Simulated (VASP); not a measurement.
# Na (Im-3m) in VASP: single point with LDA

Aim: the single point of Na with LDA.

Program: VASP 6.6.1. These are calculated values, not measurements. Logs are shortened: lines on timing, memory, paths and dates and some standing lists are left out, and cuts for length are marked.

## Step 1: The cell of the first run

Symmetry: Im-3m, No. 229, cubic system. Conventional cell: a = 4.235 Å, b = 4.235 Å, c = 4.235 Å, α = 90.00°, β = 90.00°, γ = 90.00°. Within 4.8 Å of Na (site symmetry m-3m) lie 14 Na at 3.67 to 4.24 Å.

## Step 2: Single point, LDA

Contents of INCAR:

```
SYSTEM = Na
  PREC = Accurate
  ENCUT = 520
  EDIFF = 1E-6
  ISMEAR = 0
  SIGMA = 0.1
  LREAL = .False.
  LASPH = .True.
  NELM = 100
  ALGO = Normal
  ISIF = 2
  LWAVE = .False.
  LCHARG = .False.
  NBANDS = 10
```

Contents of KPOINTS:

```
regular mesh
0
Gamma
  6 6 6
  0 0 0
```

Contents of POSCAR:

```
Na
1.0
   -2.1175000000      2.1175000000      2.1175000000
    2.1175000000     -2.1175000000      2.1175000000
    2.1175000000      2.1175000000     -2.1175000000
Na
1
Direct
    0.0000000000      0.0000000000      0.0000000000
```

Potentials or basis: VASP PAW LDA potentials, release 64 (Na_pv).

Launch:

```console
cat potpaw_LDA.64/Na_pv/POTCAR > POTCAR
mpirun -np 1 vasp_std > vasp.out
```

OUTCAR:

```text
SYSTEM = Na
   PREC = Accurate
   ENCUT = 520
   EDIFF = 1E-6
   ISMEAR = 0
   LREAL = .False.
   LASPH = .True.
   NELM = 100
   ISIF = 2

 ion  position               nearest neighbor table
   1  0.000  0.000  0.000-

  LATTYP: Found a body centered cubic cell.
 ALAT       =     4.2350000000

  Lattice vectors:

 A1 = (  -2.1175000000,   2.1175000000,   2.1175000000)
 A2 = (   2.1175000000,  -2.1175000000,   2.1175000000)
 A3 = (   2.1175000000,   2.1175000000,  -2.1175000000)

Analysis of symmetry for initial positions (statically):
=====================================================================
 Subroutine PRICEL returns:
 Original cell was already a primitive cell.

 Routine SETGRP: Setting up the symmetry group for a
 body centered cubic supercell.

 Subroutine GETGRP returns: Found 48 space group operations
 (whereof 48 operations were pure point group operations)
 out of a pool of 48 trial point group operations.

The static configuration has the point symmetry O_h .

Analysis of symmetry for dynamics (positions and initial velocities):
=====================================================================
 Subroutine PRICEL returns:
 Original cell was already a primitive cell.

 Routine SETGRP: Setting up the symmetry group for a
 body centered cubic supercell.

 Subroutine GETGRP returns: Found 48 space group operations
 (whereof 48 operations were pure point group operations)
 out of a pool of 48 trial point group operations.

The dynamic configuration has the point symmetry O_h .

 Subroutine INISYM returns: Found 48 space group operations
 (whereof 48 operations are pure point group operations),
 and found     1 'primitive' translations

----------------------------------------------------------------------------------------

                                     Primitive cell

  volume of cell :      37.9778

  direct lattice vectors                    reciprocal lattice vectors
    -2.117500000  2.117500000  2.117500000     0.000000000  0.236127509  0.236127509
     2.117500000 -2.117500000  2.117500000     0.236127509  0.000000000  0.236127509
     2.117500000  2.117500000 -2.117500000     0.236127509  0.236127509  0.000000000

  length of vectors
     3.667617585  3.667617585  3.667617585     0.333934725  0.333934725  0.333934725

  position of ions in fractional coordinates (direct lattice)
     0.000000000  0.000000000  0.000000000

  ion indices of the primitive-cell ions
   primitive index   ion index
                 1           1

----------------------------------------------------------------------------------------

 KPOINTS: regular mesh

Automatic generation of k-mesh.
 Grid dimensions read from file:
 generate k-points for:    6    6    6

 Generating k-lattice:

  Cartesian coordinates                     Fractional coordinates (reciprocal lattice)
     0.000000000  0.039354585  0.039354585     0.166666667  0.000000000  0.000000000
     0.039354585  0.000000000  0.039354585     0.000000000  0.166666667  0.000000000
     0.039354585  0.039354585  0.000000000     0.000000000  0.000000000  0.166666667

  Length of vectors
     0.055655788  0.055655788  0.055655788

  Shift w.r.t. Gamma in fractional coordinates (k-lattice)
     0.000000000  0.000000000  0.000000000

 Subroutine IBZKPT returns following result:
 ===========================================

 Found     16 irreducible k-points:

 Following reciprocal coordinates:
            Coordinates               Weight
  0.000000  0.000000  0.000000      1.000000
  0.166667  0.000000  0.000000     12.000000
  0.333333  0.000000  0.000000     12.000000
  0.500000  0.000000  0.000000      6.000000
  0.166667  0.166667  0.000000     24.000000
  0.333333  0.166667 -0.000000     48.000000
[... 8 lines left out ...]
  0.500000  0.500000  0.333333     12.000000
  0.500000  0.500000  0.500000      1.000000
   k-points           NKPTS =     16   k-points in BZ     NKDIM =     16   number of bands    NBANDS=     10
   number of dos      NEDOS =    301   number of ions     NIONS =      1
   total plane-waves  NPLWV =  21952
   dimension x,y,z NGX =    28 NGY =   28 NGZ =   28
   dimension x,y,z NGXF=    56 NGYF=   56 NGZF=   56
   ions per type =               1
   NGX,Y,Z   is equivalent  to a cutoff of  12.69, 12.69, 12.69 a.u.
   NGXF,Y,Z  is equivalent  to a cutoff of  25.38, 25.38, 25.38 a.u.
 SYSTEM =  Na
   PREC   = accura    normal or accurate (medium, high low for compatibility)
   ISTART =      0    job   : 0-new  1-cont  2-samecut
   ICHARG =      2    charge: 1-file 2-atom 10-const
   ISPIN  =      1    spin polarized calculation?
   LNONCOLLINEAR =      F non collinear calculations
   LSORBIT =      F    spin-orbit coupling
   LASPH  =      T    aspherical Exc in radial PAW
   ENCUT  =  520.0 eV  38.22 Ry    6.18 a.u.   6.82  6.82  6.82*2*pi/ulx,y,z
   NELM   =    100;   NELMIN=  2; NELMDL= -5     # of ELM steps
   EDIFF  = 0.1E-05   stopping-criterion for ELM
   LREAL  =      F    real-space projection
   EDIFFG = 0.1E-04   stopping-criterion for IOM
   NSW    =      0    number of steps for IOM
   IBRION =     -1    ionic relax: 0-MD 1-quasi-New 2-CG
   NFREE  =      0    steps in history (QN), initial steepest desc. (CG)
   ISIF   =      2    stress and relaxation
   ISYM   =      2    0-nonsym 1-usesym 2-fastsym
   POTIM  = 0.5000    time-step for ionic-motion
   TEBEG  =    0.0;   TEEND  =   0.0 temperature during run
   PSTRESS=    0.0 pullay stress
   NELECT =       7.0000    total number of electrons
   NUPDOWN=      -1.0000    fix difference up-down
   EMIN   =  10.00;   EMAX   =-10.00  energy-range for DOS
   EFERMI =   0.00;   METHOD = LEGACY
   ISMEAR =     0;   SIGMA  =   0.10  broadening in eV -4-tet -1-fermi 0-gaus
   EFERMI_NEDOS =   21; number of points for ismear=-14 and -15
   IALGO  =     38    algorithm
   IMIX   =      4    mixing-type and parameters
     AMIX     =   0.40;   BMIX     =  1.00
     AMIX_MAG =   1.60;   BMIX_MAG =  1.00
  volume/ion in A,a.u.               =      37.98       256.29
  Fermi-wavevector in a.u.,A,eV,Ry     =   0.931674  1.760609 11.810087  0.868017
  Thomas-Fermi vector in A             =   2.058192
   LORBIT       =      0    0 simple, 1 ext, 2 COOP (PROOUT), +10 PAW based schemes
   GGA     = CA    functional components
   LHFCALC =     F    Hartree Fock is set to
   AEXX    =    0.0000 exact exchange contribution
   IVDW    =     0    specifies the selected vdW correction
   LEPSILON=     F    determine dielectric tensor
   LRPA    =     F    only Hartree local field effects (RPA)
 non-spin polarized calculation
 Gauss-broadening in eV      SIGMA  =   0.10
  energy-cutoff  :      520.00
  volume of cell :       37.98
 maximum number of plane-waves:      1055
   NGX = 13   NGY = 13   NGZ = 13

 number of electron       7.0000004 magnetization

 Free energy of the ion-electron system (eV)
  ---------------------------------------------------
  ext. energy  EPLUGINS =         0.00000000
  ---------------------------------------------------
  free energy    TOTEN  =        -1.40883349 eV

  energy without entropy =       -1.39645012  energy(sigma->0) =       -1.40264180

 E-fermi :   0.1198     XC(G=0):  -6.6612

 val. band max:       -0.3228255468   @ k =   0.1667   0.1667   0.1667
 cond. band min:       0.1309603860   @ k =   0.3333   0.1667  -0.0000
 fundamental gap:      0.4537859328
 Fermi energy:         0.1198368408

 k-point     1 :       0.0000    0.0000    0.0000
  band No.  band energies     occupation
      1     -24.8713      2.00000
      2     -24.8713      2.00000
      3     -24.8713      2.00000
      4      -3.1376      2.00000
      5      11.5834      0.00000
      6      11.5834      0.00000
      7      11.5834      0.00000
      8      12.6676      0.00000
      9      12.6676      0.00000
     10      13.2725      0.00000

 k-point     2 :       0.1667    0.0000    0.0000
  band No.  band energies     occupation
      1     -24.8796      2.00000
      2     -24.8741      2.00000
      3     -24.8712      2.00000
      4      -2.6580      2.00000
      5       8.0173      0.00000
      6       9.9882      0.00000
      7      10.3640      0.00000
      8      10.8626      0.00000
      9      11.6284      0.00000
     10      13.5374      0.00000

 k-point     3 :       0.3333    0.0000    0.0000
  band No.  band energies     occupation
      1     -24.8963      2.00000
      2     -24.8798      2.00000
      3     -24.8712      2.00000
      4      -1.2444      2.00000
      5       4.1700      0.00000
      6       8.6513      0.00000
      7       9.3062      0.00000
      8       9.6241      0.00000
      9      10.6124      0.00000
     10      14.7196      0.00000

 k-point     4 :       0.5000    0.0000    0.0000
  band No.  band energies     occupation
      1     -24.9045      2.00000
      2     -24.8826      2.00000
      3     -24.8712      2.00000
      4       0.8671      0.00000
      5       1.2465      0.00000
      6       8.1974      0.00000
      7       8.9491      0.00000
      8       9.2128      0.00000
      9      10.1906      0.00000
     10      15.9370      0.00000

 k-point     5 :       0.1667    0.1667    0.0000
  band No.  band energies     occupation
      1     -24.8910      2.00000
      2     -24.8776      2.00000
      3     -24.8732      2.00000
      4      -1.7115      2.00000
      5       6.0423      0.00000
      6       6.6597      0.00000
      7       9.1129      0.00000
      8      11.3017      0.00000
      9      12.0850      0.00000
     10      14.3239      0.00000

 k-point     6 :       0.3333    0.1667   -0.0000
  band No.  band energies     occupation
      1     -24.9003      2.00000
      2     -24.8842      2.00000
      3     -24.8738      2.00000
      4       0.1310      0.87500
      5       2.8448      0.00000
      6       5.5408      0.00000
      7       8.2896      0.00000
      8      10.8148      0.00000
      9      13.0750      0.00000
     10      13.8806      0.00000

 k-point     7 :       0.3333    0.3333    0.0000
  band No.  band energies     occupation
      1     -24.8942      2.00000
      2     -24.8942      2.00000
      3     -24.8755      2.00000
      4       2.1492      0.00000
      5       2.1492      0.00000
      6       2.9805      0.00000
      7       7.8605      0.00000
      8      12.6258      0.00000
      9      12.6258      0.00000
     10      13.7616      0.00000

 k-point     8 :       0.1667    0.1667    0.1667
  band No.  band energies     occupation
      1     -24.8975      2.00000
      2     -24.8786      2.00000
      3     -24.8786      2.00000
      4      -0.3228      2.00000
      5       4.7349      0.00000
      6       4.7349      0.00000
      7       5.9679      0.00000
      8      14.8167      0.00000
      9      14.8167      0.00000
     10      15.3090      0.00000

 k-point     9 :       0.3333    0.1667    0.1667
  band No.  band energies     occupation
      1     -24.8958      2.00000
      2     -24.8862      2.00000
      3     -24.8792      2.00000
      4       1.7199      0.00000
      5       2.1357      0.00000
      6       4.3003      0.00000
      7       5.2654      0.00000
      8      14.8577      0.00000
      9      15.0233      0.00000
     10      16.6322      0.00000

 k-point    10 :      -0.1667    0.1667    0.1667
  band No.  band energies     occupation
      1     -24.8811      2.00000
      2     -24.8770      2.00000
      3     -24.8770      2.00000
      4      -2.1826      2.00000
      5       8.1238      0.00000
      6       8.1238      0.00000
      7       8.3465      0.00000
      8       9.9559      0.00000
      9      12.5012      0.00000
     10      14.0435      0.00000

 k-point    11 :      -0.3333    0.3333    0.1667
  band No.  band energies     occupation
      1     -24.8948      2.00000
      2     -24.8829      2.00000
      3     -24.8776      2.00000
      4      -0.7811      2.00000
      5       4.5831      0.00000
      6       6.8893      0.00000
      7       7.7409      0.00000
      8      10.1602      0.00000
      9      11.9109      0.00000
     10      13.1823      0.00000

 k-point    12 :       0.5000    0.5000    0.1667
  band No.  band energies     occupation
      1     -24.9023      2.00000
      2     -24.8859      2.00000
      3     -24.8773      2.00000
      4       1.2940      0.00000
      5       1.7145      0.00000
      6       6.4772      0.00000
      7       7.3370      0.00000
      8      11.5311      0.00000
      9      11.7577      0.00000
     10      12.0853      0.00000

 k-point    13 :      -0.3333    0.5000    0.1667
  band No.  band energies     occupation
      1     -24.8982      2.00000
      2     -24.8908      2.00000
      3     -24.8799      2.00000
      4       1.0268      0.00000
      5       3.4433      0.00000
      6       4.1162      0.00000
      7       8.6853      0.00000
      8       9.5335      0.00000
      9      11.4596      0.00000
     10      12.2006      0.00000

 k-point    14 :      -0.3333    0.3333    0.3333
  band No.  band energies     occupation
      1     -24.8932      2.00000
      2     -24.8892      2.00000
      3     -24.8892      2.00000
      4       0.5855      0.00000
      5       5.5668      0.00000
      6       5.6696      0.00000
      7       5.6696      0.00000
      8       7.2737      0.00000
      9      11.4679      0.00000
     10      15.2388      0.00000

 k-point    15 :       0.5000    0.5000    0.3333
  band No.  band energies     occupation
      1     -24.8978      2.00000
      2     -24.8923      2.00000
      3     -24.8895      2.00000
      4       2.5812      0.00000
      5       3.0385      0.00000
      6       5.2639      0.00000
      7       5.8436      0.00000
      8       7.8117      0.00000
      9       9.2168      0.00000
     10      15.2977      0.00000

 k-point    16 :       0.5000    0.5000    0.5000
  band No.  band energies     occupation
      1     -24.8955      2.00000
      2     -24.8955      2.00000
      3     -24.8955      2.00000
      4       4.6391      0.00000
      5       4.6391      0.00000
      6       4.8604      0.00000
      7       4.8604      0.00000
      8       4.8604      0.00000
      9       7.3733      0.00000
     10      19.0848      0.00000

------------------------ aborting loop because EDIFF is reached ----------------------------------------

  FORCE on cell =-STRESS in cart. coord.  units (eV):
  Direction    XX          YY          ZZ          XY          YZ          ZX
  --------------------------------------------------------------------------------------
  -------------------------------------------------------------------------------------
  Total       -0.2049845     -0.2049845     -0.2049845     -0.0000000     -0.0000000      0.0000000
  in kB       -8.6477165     -8.6477165     -8.6477165     -0.0000000     -0.0000000      0.0000000
  external PRESSURE =      -8.6477165 kB  Pullay stress =       0.0000000 kB

 VOLUME and BASIS-vectors are now :
 -----------------------------------------------------------------------------
  energy-cutoff  :      520.00
  volume of cell :       37.98
      direct lattice vectors                 reciprocal lattice vectors
    -2.117500000  2.117500000  2.117500000     0.000000000  0.236127509  0.236127509
     2.117500000 -2.117500000  2.117500000     0.236127509  0.000000000  0.236127509
     2.117500000  2.117500000 -2.117500000     0.236127509  0.236127509  0.000000000

 POSITION                                       TOTAL-FORCE (eV/Angst)
 -----------------------------------------------------------------------------------
      0.00000      0.00000      0.00000        -0.000000     -0.000000      0.000000
 -----------------------------------------------------------------------------------
    total drift:                               -0.000000     -0.000000     -0.000000

  FREE ENERGIE OF THE ION-ELECTRON SYSTEM (eV)
  ---------------------------------------------------
  free  energy   TOTEN  =        -1.4088334882 eV

  energy  without entropy=       -1.3964501173  energy(sigma->0) =       -1.40264180
```

It took 2.9 s on 1 thread of Intel Xeon Platinum 8488C (Sapphire Rapids), shared host; peak memory 0.13 GiB.

Results:

```
Free energy : -1.4088 eV
Pressure    : -0.9 GPa
```

Levels at points of the mesh, in eV from the Fermi level:
```
           k point  band 1  band 2  band 3  band 4  band 5  band 6
(0.00, 0.00, 0.00)  -24.99  -24.99  -24.99   -3.26   11.46   11.46
(0.50, 0.00, 0.00)  -25.02  -25.00  -24.99    0.75    1.13    8.08
(0.50, 0.50, 0.50)  -25.02  -25.02  -25.02    4.52    4.52    4.74
```
